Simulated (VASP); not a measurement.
# Ru (P-1) in VASP: single point with PBEsol

Aim: the single point of Ru with PBEsol.

Everything below comes from runs of VASP 6.6.1. Logs are shortened: lines on timing, memory, paths and dates and some standing lists are left out, and cuts for length are marked.

### Step 1. The cell of the first run

The typed cell holds 2 atoms: a = 2.706 Å, b = 2.718 Å, c = 4.282 Å, α = 90.21°, β = 90.57°, γ = 120.43°.

### Step 2. Single point, PBEsol (equal xy, yz and zx shear strains of -1 %)

INCAR reads:

```
PREC = Accurate
ENCUT = 520
EDIFF = 1E-6
ISMEAR = -1
SIGMA = 0.03
LREAL = F
LASPH = T
NELM = 100
ALGO = Normal
ISIF = 2
LWAVE = F
LCHARG = F
GGA = PS
NBANDS = 21
```

KPOINTS reads:

```
Automatic mesh
0
Gamma
  14 14 8
```

POSCAR reads:

```
Ru
1.0
    2.7057993342     -0.0135289967     -0.0135289967
   -1.3646161219      2.3500554593     -0.0049519565
   -0.0214095000     -0.0214095000      4.2819000000
Ru
2
Direct
    0.3333333333      0.6666666667      0.2500000000
    0.6666666667      0.3333333333      0.7500000000
```

Potentials or basis: VASP PAW PBE potentials, release 64 (Ru_pv).

Started as:

```sh
$ cat potpaw_PBE.64/Ru_pv/POTCAR > POTCAR
$ mpirun -np 1 vasp_std > vasp.out
```

OUTCAR:

```text
PREC = Accurate
   ENCUT = 520
   EDIFF = 1E-6
   ISMEAR = -1
   LREAL = F
   LASPH = T
   NELM = 100
   ISIF = 2
   GGA = PS

 ion  position               nearest neighbor table
   1  0.333  0.667  0.250-   2 2.63   2 2.64   2 2.65   2 2.66   2 2.66   2 2.66
   2  0.667  0.333  0.750-   1 2.63   1 2.64   1 2.65   1 2.66   1 2.66   1 2.66

  LATTYP: Found a triclinic cell.
 ALAT       =     2.6941547589
 B/A-ratio  =     1.0043472705
 C/A-ratio  =     1.5893693679
 COS(alpha) =     0.0099745013
 COS(beta)  =     0.0136846555
 COS(gamma) =     0.4934979113

  Lattice vectors:

 A1 = (   1.3411832123,   2.3365264626,  -0.0184809532)
 A2 = (   2.7057993342,  -0.0135289967,  -0.0135289967)
 A3 = (   0.0214095000,   0.0214095000,  -4.2819000000)

Analysis of symmetry for initial positions (statically):
=====================================================================
 Subroutine PRICEL returns:
 Original cell was already a primitive cell.

 Routine SETGRP: Setting up the symmetry group for a
 triclinic supercell.

 Subroutine GETGRP returns: Found  2 space group operations
 (whereof  2 operations were pure point group operations)
 out of a pool of  2 trial point group operations.

The static configuration has the point symmetry S_2 .

Analysis of symmetry for dynamics (positions and initial velocities):
=====================================================================
 Subroutine PRICEL returns:
 Original cell was already a primitive cell.

 Routine SETGRP: Setting up the symmetry group for a
 triclinic supercell.

 Subroutine GETGRP returns: Found  2 space group operations
 (whereof  2 operations were pure point group operations)
 out of a pool of  2 trial point group operations.

The dynamic configuration has the point symmetry S_2 .

 Subroutine INISYM returns: Found  2 space group operations
 (whereof  2 operations are pure point group operations),
 and found     1 'primitive' translations

----------------------------------------------------------------------------------------

                                     Primitive cell

  volume of cell :      27.1472

  direct lattice vectors                    reciprocal lattice vectors
     2.705799334 -0.013528997 -0.013528997     0.370667420  0.215243109  0.002929553
    -1.364616122  2.350055459 -0.004951957     0.002144581  0.426771694  0.002144581
    -0.021409500 -0.021409500  4.281900000     0.001173633  0.001173633  0.233552921

  length of vectors
     2.705866978  2.717528720  4.282007046     0.428640309  0.426782471  0.233558819

  position of ions in fractional coordinates (direct lattice)
     0.333333333  0.666666667  0.250000000
     0.666666667  0.333333333  0.750000000

  ion indices of the primitive-cell ions
   primitive index   ion index
                 1           1
                 2           2

----------------------------------------------------------------------------------------

 KPOINTS: Automatic mesh

Automatic generation of k-mesh.
 Grid dimensions read from file:
 generate k-points for:   14   14    8

 Generating k-lattice:

  Cartesian coordinates                     Fractional coordinates (reciprocal lattice)
     0.026476244  0.015374508  0.000209254     0.071428571 -0.000000000  0.000000000
     0.000153184  0.030483692  0.000153184     0.000000000  0.071428571  0.000000000
     0.000146704  0.000146704  0.029194115     0.000000000 -0.000000000  0.125000000

  Length of vectors
     0.030617165  0.030484462  0.029194852

  Shift w.r.t. Gamma in fractional coordinates (k-lattice)
     0.000000000  0.000000000  0.000000000

 Subroutine IBZKPT returns following result:
 ===========================================

 Found    788 irreducible k-points:

 Following reciprocal coordinates:
            Coordinates               Weight
  0.000000  0.000000  0.000000      1.000000
  0.071429  0.000000  0.000000      2.000000
  0.142857  0.000000  0.000000      2.000000
  0.214286  0.000000  0.000000      2.000000
  0.285714  0.000000  0.000000      2.000000
  0.357143  0.000000  0.000000      2.000000
[... 16 lines left out ...]
  0.000000  0.142857  0.000000      2.000000
  0.071429  0.142857  0.000000      2.000000
 [... further k-points ...]
   k-points           NKPTS =    788   k-points in BZ     NKDIM =    788   number of bands    NBANDS=     21
   number of dos      NEDOS =    301   number of ions     NIONS =      2
   total plane-waves  NPLWV =  12800
   dimension x,y,z NGX =    20 NGY =   20 NGZ =   32
   dimension x,y,z NGXF=    40 NGYF=   40 NGZF=   64
   ions per type =               2
   NGX,Y,Z   is equivalent  to a cutoff of  12.29, 12.24, 12.42 a.u.
   NGXF,Y,Z  is equivalent  to a cutoff of  24.58, 24.47, 24.85 a.u.
 SYSTEM =  unknown system
   PREC   = accura    normal or accurate (medium, high low for compatibility)
   ISTART =      0    job   : 0-new  1-cont  2-samecut
   ICHARG =      2    charge: 1-file 2-atom 10-const
   ISPIN  =      1    spin polarized calculation?
   LNONCOLLINEAR =      F non collinear calculations
   LSORBIT =      F    spin-orbit coupling
   LASPH  =      T    aspherical Exc in radial PAW
   ENCUT  =  520.0 eV  38.22 Ry    6.18 a.u.   5.03  5.05  7.96*2*pi/ulx,y,z
   NELM   =    100;   NELMIN=  2; NELMDL= -5     # of ELM steps
   EDIFF  = 0.1E-05   stopping-criterion for ELM
   LREAL  =      F    real-space projection
   EDIFFG = 0.1E-04   stopping-criterion for IOM
   NSW    =      0    number of steps for IOM
   IBRION =     -1    ionic relax: 0-MD 1-quasi-New 2-CG
   NFREE  =      0    steps in history (QN), initial steepest desc. (CG)
   ISIF   =      2    stress and relaxation
   ISYM   =      2    0-nonsym 1-usesym 2-fastsym
   POTIM  = 0.5000    time-step for ionic-motion
   TEBEG  =    0.0;   TEEND  =   0.0 temperature during run
   PSTRESS=    0.0 pullay stress
   NELECT =      28.0000    total number of electrons
   NUPDOWN=      -1.0000    fix difference up-down
   EMIN   =  10.00;   EMAX   =-10.00  energy-range for DOS
   EFERMI =   0.00;   METHOD = LEGACY
   ISMEAR =    -1;   SIGMA  =   0.03  broadening in eV -4-tet -1-fermi 0-gaus
   EFERMI_NEDOS =   21; number of points for ismear=-14 and -15
   IALGO  =     38    algorithm
   IMIX   =      4    mixing-type and parameters
     AMIX     =   0.40;   BMIX     =  1.00
     AMIX_MAG =   1.60;   BMIX_MAG =  1.00
  volume/ion in A,a.u.               =      13.57        91.60
  Fermi-wavevector in a.u.,A,eV,Ry     =   1.654064  3.125728 37.224554  2.735928
  Thomas-Fermi vector in A             =   2.742395
   LORBIT       =      0    0 simple, 1 ext, 2 COOP (PROOUT), +10 PAW based schemes
   GGA     = PS    functional components
   LHFCALC =     F    Hartree Fock is set to
   AEXX    =    0.0000 exact exchange contribution
   IVDW    =     0    specifies the selected vdW correction
   LEPSILON=     F    determine dielectric tensor
   LRPA    =     F    only Hartree local field effects (RPA)
 non-spin polarized calculation
  energy-cutoff  :      520.00
  volume of cell :       27.15
 maximum number of plane-waves:       752
   NGX = 11   NGY = 11   NGZ = 15

 number of electron      28.0000008 magnetization

 Free energy of the ion-electron system (eV)
  ---------------------------------------------------
  ext. energy  EPLUGINS =         0.00000000
  ---------------------------------------------------
  free energy    TOTEN  =       -20.32395278 eV

  energy without entropy =      -20.31714168  energy(sigma->0) =      -20.32054723

 E-fermi :  12.6884     XC(G=0): -14.2823

 val. band max:       12.6840725756   @ k =   0.2857  -0.2857   0.1250
 cond. band min:      12.6911713289   @ k =  -0.2857   0.2857   0.1250
 fundamental gap:      0.0070987533
 Fermi energy:        12.6883968428

 k-point     1 :       0.0000    0.0000    0.0000
  band No.  band energies     occupation
      1     -30.9053      2.00000
      2     -29.9631      2.00000
      3     -29.9536      2.00000
      4     -29.7923      2.00000
      5     -29.7856      2.00000
      6     -29.7496      2.00000
[... 13 lines left out ...]
     20      22.9789      0.00000
     21      23.0922      0.00000

 k-point     2 :       0.0714    0.0000    0.0000
  band No.  band energies     occupation
      1     -30.8875      2.00000
      2     -29.9924      2.00000
      3     -29.9753      2.00000
      4     -29.8243      2.00000
      5     -29.7971      2.00000
      6     -29.7592      2.00000
[... 13 lines left out ...]
     20      22.9789      0.00000
     21      23.0785      0.00000

 k-point     3 :       0.1429    0.0000    0.0000
  band No.  band energies     occupation
      1     -30.8360      2.00000
      2     -30.0984      2.00000
      3     -30.0112      2.00000
      4     -29.9324      2.00000
      5     -29.8130      2.00000
      6     -29.7846      2.00000
[... 13 lines left out ...]
     20      22.9788      0.00000
     21      23.0450      0.00000

 k-point     4 :       0.2143    0.0000    0.0000
  band No.  band energies     occupation
      1     -30.7559      2.00000
      2     -30.2519      2.00000
      3     -30.0853      2.00000
      4     -30.0608      2.00000
      5     -29.8378      2.00000
      6     -29.8253      2.00000
[... 13 lines left out ...]
     20      22.9786      0.00000
     21      23.0162      0.00000

 k-point     5 :       0.2857    0.0000    0.0000
  band No.  band energies     occupation
      1     -30.6558      2.00000
      2     -30.4222      2.00000
      3     -30.2496      2.00000
      4     -30.1141      2.00000
      5     -29.8835      2.00000
      6     -29.8647      2.00000
[... 13 lines left out ...]
     20      22.9782      0.00000
     21      22.9993      0.00000
[... 382 lines left out ...]
     20      22.9788      0.00000
     21      23.0539      0.00000

 k-point    22 :      -0.0714    0.0714    0.0000
  band No.  band energies     occupation
      1     -30.8880      2.00000
      2     -29.9993      2.00000
      3     -29.9663      2.00000
      4     -29.8302      2.00000
      5     -29.7913      2.00000
      6     -29.7574      2.00000
[... 13 lines left out ...]
     20      22.9788      0.00000
     21      23.0775      0.00000

 k-point    23 :       0.0000    0.1429    0.0000
  band No.  band energies     occupation
      1     -30.8370      2.00000
      2     -30.1001      2.00000
      3     -30.0055      2.00000
      4     -29.9341      2.00000
      5     -29.8101      2.00000
      6     -29.7825      2.00000
[... 13 lines left out ...]
     20      22.9788      0.00000
     21      23.0440      0.00000

 k-point    24 :       0.0714    0.1429    0.0000
  band No.  band energies     occupation
      1     -30.7875      2.00000
      2     -30.1832      2.00000
      3     -30.0885      2.00000
      4     -29.9836      2.00000
      5     -29.8346      2.00000
      6     -29.8083      2.00000
[... 13 lines left out ...]
     20      22.9787      0.00000
     21      23.0255      0.00000

 [... further k-points ...]

------------------------ aborting loop because EDIFF is reached ----------------------------------------

  FORCE on cell =-STRESS in cart. coord.  units (eV):
  Direction    XX          YY          ZZ          XY          YZ          ZX
  --------------------------------------------------------------------------------------
  -------------------------------------------------------------------------------------
  Total       -0.9359188     -0.9368301     -1.2773751      0.3331040      0.3354183      0.3352975
  in kB      -55.2361161    -55.2898967    -75.3882020     19.6591528     19.7957355     19.7886093
  external PRESSURE =     -61.9714049 kB  Pullay stress =       0.0000000 kB

 VOLUME and BASIS-vectors are now :
 -----------------------------------------------------------------------------
  energy-cutoff  :      520.00
  volume of cell :       27.15
      direct lattice vectors                 reciprocal lattice vectors
     2.705799334 -0.013528997 -0.013528997     0.370667420  0.215243109  0.002929553
    -1.364616122  2.350055459 -0.004951957     0.002144581  0.426771694  0.002144581
    -0.021409500 -0.021409500  4.281900000     0.001173633  0.001173633  0.233552921

 POSITION                                       TOTAL-FORCE (eV/Angst)
 -----------------------------------------------------------------------------------
     -0.01316      1.55684      1.06266         0.047991     -0.001122      0.004607
      1.33294      0.75828      3.20076        -0.047991      0.001122     -0.004607
 -----------------------------------------------------------------------------------
    total drift:                                0.000000     -0.000000      0.000000

  FREE ENERGIE OF THE ION-ELECTRON SYSTEM (eV)
  ---------------------------------------------------
  free  energy   TOTEN  =       -20.3239527813 eV

  energy  without entropy=      -20.3171416813  energy(sigma->0) =      -20.32054723
```

It took 2.7 min on 1 thread of Intel Xeon Platinum 8488C (Sapphire Rapids), shared host; peak memory 0.42 GiB.

Results:

```
Free energy            : -20.3240 eV
Pressure               : -6.2 GPa
Largest force          : 0.048 eV/Å
Band gap on the k mesh : zero (bands 14 and 15 overlap by 3.17 eV)
```

Forces in eV/Å, atoms in the order of the input:
```
Ru   0.048 -0.001  0.005
Ru  -0.048  0.001 -0.005
```

Stress tensor (GPa, compression positive):
```
-5.52  1.97  1.98
 1.97 -5.53  1.98
 1.98  1.98 -7.54
```

Caveat: the cell differs from its parent crystal (equal xy, yz and zx shear strains of -1 %); the cell stands under tension; the PAW data sets were made with another functional, which shifts forces and pressure a little.
